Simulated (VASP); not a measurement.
Input of a VASP 6.6.1 run:

INCAR

```
SYSTEM = CoO
PREC = Accurate ; ENCUT = 520
EDIFF = 1E-7 ; ISMEAR = 0
SIGMA = 0.01 ; LREAL = .FALSE.
LASPH = .TRUE. ; NELM = 150
ALGO = Normal ; ISIF = 2
LWAVE = .FALSE. ; LCHARG = .FALSE.
ISPIN = 2 ; MAGMOM = -2.32 2.32 0.17 -0.17
LORBIT = 11 ; LMAXMIX = 4
GGA = PE ; NBANDS = 27
```

The input KPOINTS:

```
regular mesh
0
G
  12 12 8
  0 0 0
```

File POSCAR:

```
CoO
1.0
    3.1673863586      0.0000000000      0.0000000000
   -1.5836931793      2.7430370502      0.0000000000
    0.0000000000      0.0000000000      5.2885020630
Co O
2 2
Direct
    0.0000000000      0.0000000000      0.0071360796
    0.3333333333      0.6666666667      0.5071361012
    0.0000000000      0.0000000000      0.3678642996
    0.3333333333      0.6666666667      0.8678645196
```

Potentials or basis: VASP PAW PBE potentials, release 64 (Co, O).

Run with:

```sh
$ cat potpaw_PBE.64/Co/POTCAR potpaw_PBE.64/O/POTCAR > POTCAR
$ mpirun -np 1 vasp_std > vasp.out
```

(1) Estimate the site moments.

(2) Predict the largest force.

(3) Estimate the band gap on the k mesh.

## Answers

(1) Co -2.28, +2.28; O +0.15, -0.15 μB.

(2) 0.004 eV/Å.

(3) 0.14 eV, indirect (least direct gap 0.23 eV).
